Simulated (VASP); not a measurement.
A run of VASP 6.6.1 is set up as follows.

Contents of INCAR:

```
  PREC = Accurate
  ENCUT = 650
  EDIFF = 1E-7
  ISMEAR = 0
  SIGMA = 0.1
  LREAL = F
  LASPH = T
  NELM = 120
  ALGO = Normal
  ISIF = 2
  LWAVE = F
  LCHARG = F
  LDIPOL = T
  IDIPOL = 3
  DIPOL = 0.5 0.5 0.325
  GGA = PE
  IBRION = 2
  NSW = 36
  EDIFFG = -0.025
  GGA_COMPAT = F
  NELMIN = 4
  NELMDL = -8
  KPAR = 4
```

Contents of KPOINTS:

```
Automatic mesh
0
Gamma
  4 5 1
```

POSCAR

```
LiSc8
1.0
    6.6389479791      0.0000000000      0.0000000000
    0.0000000000      5.1626219083      0.0000000000
    0.0000000000      0.0000000000     19.1132872497
Sc Li
8 1
Selective dynamics
Direct
    0.0000000000      0.7500000000      0.2092784955  F F F
    0.5000000000      0.7500000000      0.2092784955  F F F
    0.2500000000      0.2500000000      0.2594137541  F F F
    0.7500000000      0.2500000000      0.2594137541  F F F
    0.2500000000      0.7500000000      0.3452852846  F F F
    0.7500000000      0.7500000000      0.3452852846  F F F
    0.0000000000      0.2500000000      0.3983243254  F F F
    0.5000000000      0.2500000000      0.3983243254  F F F
    0.2500000000      0.7500000000      0.5017517848  F F T
```

Potentials or basis: VASP PAW PBE potentials, release 64 (Sc_sv, Li_sv).

Launch:

```bash
$ cat potpaw_PBE.64/Sc_sv/POTCAR potpaw_PBE.64/Li_sv/POTCAR > POTCAR
$ mpirun -np 4 vasp_std > vasp.out
```

Task: What does it give for the energy gained by relaxing?

Result: 1.4 meV/atom.

Task: Estimate the band gap on the k mesh.

Result: Zero (an odd number of electrons rules out a gap without spin polarisation).

Final structure:
```yaml
crystal:
  lattice:
    - [6.63895, 0.00000, 0.00000]
    - [0.00000, 5.16262, 0.00000]
    - [0.00000, 0.00000, 19.11329]
  atoms:
    - { symbol: Sc, position: [0.00000, 0.75000, 0.20928] }
    - { symbol: Sc, position: [0.50000, 0.75000, 0.20928] }
    - { symbol: Sc, position: [0.25000, 0.25000, 0.25941] }
    - { symbol: Sc, position: [0.75000, 0.25000, 0.25941] }
    - { symbol: Sc, position: [0.25000, 0.75000, 0.34529] }
    - { symbol: Sc, position: [0.75000, 0.75000, 0.34529] }
    - { symbol: Sc, position: [0.00000, 0.25000, 0.39832] }
    - { symbol: Sc, position: [0.50000, 0.25000, 0.39832] }
    - { symbol: Li, position: [0.25000, 0.75000, 0.49548] }
```
